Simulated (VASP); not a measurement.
# HfH3 (P4mm) in VASP: a series of runs, part 2 of 2

VASP 6.6.1.

## 3. Single point, PBEsol+D3(BJ)

Contents of INCAR:

```
SYSTEM = HfH3
PREC = Accurate
ENCUT = 520
EDIFF = 1E-6
ISMEAR = -1
SIGMA = 0.05
LREAL = .FALSE.
LASPH = .TRUE.
NELM = 80
ALGO = Normal
ISIF = 2
LWAVE = .FALSE.
LCHARG = .FALSE.
GGA = PS
IVDW = 12
NBANDS = 14
```

Contents of KPOINTS:

```
regular mesh
0
G
  5 5 5
  0 0 0
```

Contents of POSCAR:

```
HfH3
1.0
    3.0845540000      0.0000000000      0.0000000000
    0.0000000000      3.0845540000      0.0000000000
    0.0000000000      0.0000000000      3.0845540000
Hf H
1 3
Direct
    0.0000000000      0.0000000000      0.0300000000
    0.0000000000      0.5000000000      0.5000000000
    0.5000000000      0.0000000000      0.5000000000
    0.5000000000      0.5000000000      0.0000000000
```

Potentials or basis: VASP PAW PBE potentials, release 64 (Hf_pv, H).

The run is started by

```sh
cat potpaw_PBE.64/Hf_pv/POTCAR potpaw_PBE.64/H/POTCAR > POTCAR
mpirun -np 1 vasp_std > vasp.out
```

OUTCAR:

```text
SYSTEM = HfH3
   PREC = Accurate
   ENCUT = 520
   EDIFF = 1E-6
   ISMEAR = -1
   LREAL = .FALSE.
   LASPH = .TRUE.
   NELM = 80
   ISIF = 2
   GGA = PS
   IVDW = 12
 IVDW          = 12

 ion  position               nearest neighbor table
   1  0.000  0.000  0.030-   2 2.12   3 2.12   2 2.12   3 2.12   4 2.18   4 2.18   4 2.18   4 2.18
                             2 2.25   3 2.25   3 2.25   2 2.25
   2  0.000  0.500  0.500-   1 2.12   1 2.12   1 2.25   1 2.25
   3  0.500  0.000  0.500-   1 2.12   1 2.12   1 2.25   1 2.25
   4  0.500  0.500  0.000-   1 2.18   1 2.18   1 2.18   1 2.18

  LATTYP: Found a simple cubic cell.
 ALAT       =     3.0845540000

  Lattice vectors:

 A1 = (   3.0845540000,   0.0000000000,   0.0000000000)
 A2 = (   0.0000000000,   3.0845540000,   0.0000000000)
 A3 = (   0.0000000000,   0.0000000000,   3.0845540000)

Analysis of symmetry for initial positions (statically):
=====================================================================
 Subroutine PRICEL returns:
 Original cell was already a primitive cell.

 Routine SETGRP: Setting up the symmetry group for a
 simple cubic supercell.

 Subroutine GETGRP returns: Found  8 space group operations
 (whereof  8 operations were pure point group operations)
 out of a pool of 48 trial point group operations.

The static configuration has the point symmetry C_4v.

Analysis of symmetry for dynamics (positions and initial velocities):
=====================================================================
 Subroutine PRICEL returns:
 Original cell was already a primitive cell.

 Routine SETGRP: Setting up the symmetry group for a
 simple cubic supercell.

 Subroutine GETGRP returns: Found  8 space group operations
 (whereof  8 operations were pure point group operations)
 out of a pool of 48 trial point group operations.

The dynamic configuration has the point symmetry C_4v.

 Subroutine INISYM returns: Found  8 space group operations
 (whereof  8 operations are pure point group operations),
 and found     1 'primitive' translations
[... 123 lines left out ...]
 non-spin polarized calculation
  energy-cutoff  :      520.00
  volume of cell :       29.35
 maximum number of plane-waves:       800
 NGX is ok and might be reduce to    24
   NGX = 11   NGY = 11   NGZ = 11

 number of electron      13.0000005 magnetization

 Free energy of the ion-electron system (eV)
  ---------------------------------------------------
  ext. energy  EPLUGINS =         0.00000000
  ---------------------------------------------------
  free energy    TOTEN  =       -21.55762897 eV

  energy without entropy =      -21.54893468  energy(sigma->0) =      -21.55328183

 E-fermi :   4.6682     XC(G=0): -11.4780

 val. band max:        4.4684291661   @ k =   0.4000   0.4000   0.2000
 cond. band min:       4.7656919381   @ k =   0.2000   0.2000   0.4000
 fundamental gap:      0.2972627721
 Fermi energy:         4.6682456340

 k-point     1 :       0.0000    0.0000    0.0000
  band No.  band energies     occupation
      1     -26.0303      2.00000
      2     -26.0303      2.00000
      3     -26.0296      2.00000
      4      -6.6775      2.00000
      5       0.3785      2.00000
      6       0.4447      2.00000
      7       9.2911      0.00000
      8       9.2911      0.00000
      9       9.3022      0.00000
     10      10.7758      0.00000
     11      11.2429      0.00000
     12      12.8858      0.00000
     13      12.8858      0.00000
     14      13.2957      0.00000
[... 275 lines left out ...]
      1     -26.4439      2.00000
      2     -26.4323      2.00000
      3     -26.4295      2.00000
      4      -1.6954      2.00000
      5      -0.9717      2.00000
      6      -0.9620      2.00000
      7       7.7343      0.00000
      8       8.1612      0.00000
      9       8.2102      0.00000
     10       9.4119      0.00000
     11      13.0325      0.00000
     12      13.0685      0.00000
     13      14.8553      0.00000
     14      15.0568      0.00000

------------------------ aborting loop because EDIFF is reached ----------------------------------------

 Edisp (eV)   -0.70418

 E8    (eV) :    -0.4650

  FORCE on cell =-STRESS in cart. coord.  units (eV):
  Direction    XX          YY          ZZ          XY          YZ          ZX
  --------------------------------------------------------------------------------------
  -------------------------------------------------------------------------------------
  Total      -1.23135    -1.23135    -1.11001     0.00000     0.00000     0.00000
  in kB     -67.22259   -67.22259   -60.59812     0.00000     0.00000     0.00000
  external pressure =      -65.01 kB  Pullay stress =        0.00 kB

 VOLUME and BASIS-vectors are now :
 -----------------------------------------------------------------------------
  energy-cutoff  :      520.00
  volume of cell :       29.35
      direct lattice vectors                 reciprocal lattice vectors
     3.084554000  0.000000000  0.000000000     0.324195978  0.000000000  0.000000000
     0.000000000  3.084554000  0.000000000     0.000000000  0.324195978  0.000000000
     0.000000000  0.000000000  3.084554000     0.000000000  0.000000000  0.324195978

 POSITION                                       TOTAL-FORCE (eV/Angst)
 -----------------------------------------------------------------------------------
      0.00000      0.00000      0.09254         0.000000      0.000000     -0.530847
      0.00000      1.54228      1.54228        -0.000000      0.000000      0.191087
      1.54228      0.00000      1.54228         0.000000      0.000000      0.191087
      1.54228      1.54228      0.00000         0.000000     -0.000000      0.148673
 -----------------------------------------------------------------------------------
    total drift:                                0.000000      0.000000     -0.000086

  FREE ENERGIE OF THE ION-ELECTRON SYSTEM (eV)
  ---------------------------------------------------
  free  energy   TOTEN  =       -22.2618053469 eV

  energy  without entropy=      -22.2531110581  energy(sigma->0) =      -22.25745820
```

stdout:

```text
POSCAR found type information on POSCAR HfH
 POSCAR found :  2 types and       4 ions
 scaLAPACK will be used
 -----------------------------------------------------------------------------
|                                                                             |
|                                                                             |
|     You enforced a specific xc type in the INCAR file but a different       |
|     I HOPE YOU KNOW WHAT YOU ARE DOING!                                     |
|                                                                             |
 -----------------------------------------------------------------------------

 LDA part: xc-table for (Slater+PW92), standard interpolation
 POSCAR, INCAR and KPOINTS ok, starting setup
 FFT: planning ... GRIDC
 FFT: planning ... GRID_SOFT
 FFT: planning ... GRID
 WAVECAR not read
 entering main loop
```

Wall time 11 s (1 thread of AMD EPYC 7R13 (Zen 3), shared host); peak memory 0.12 GiB.

Results:

* Free energy: -22.2618 eV
* Pressure: -6.5 GPa
* Largest force: 0.531 eV/Å
* Dispersion energy per atom: -0.176 eV

Forces in eV/Å, atoms in the order of the input:
```
Hf   0.000  0.000 -0.531
H    0.000  0.000  0.191
H    0.000  0.000  0.191
H    0.000  0.000  0.149
```

Stress tensor (GPa, compression positive):
```
-6.72  0.00  0.00
 0.00 -6.72  0.00
 0.00  0.00 -6.06
```

Caveat: the k points lie up to 0.41 Å⁻¹ apart; the PAW data sets were made with another functional, which shifts forces and pressure a little; spin-orbit coupling is left out, which moves the levels of the heavy elements; pairwise dispersion overbinds metals, which lowers pressure and volume.
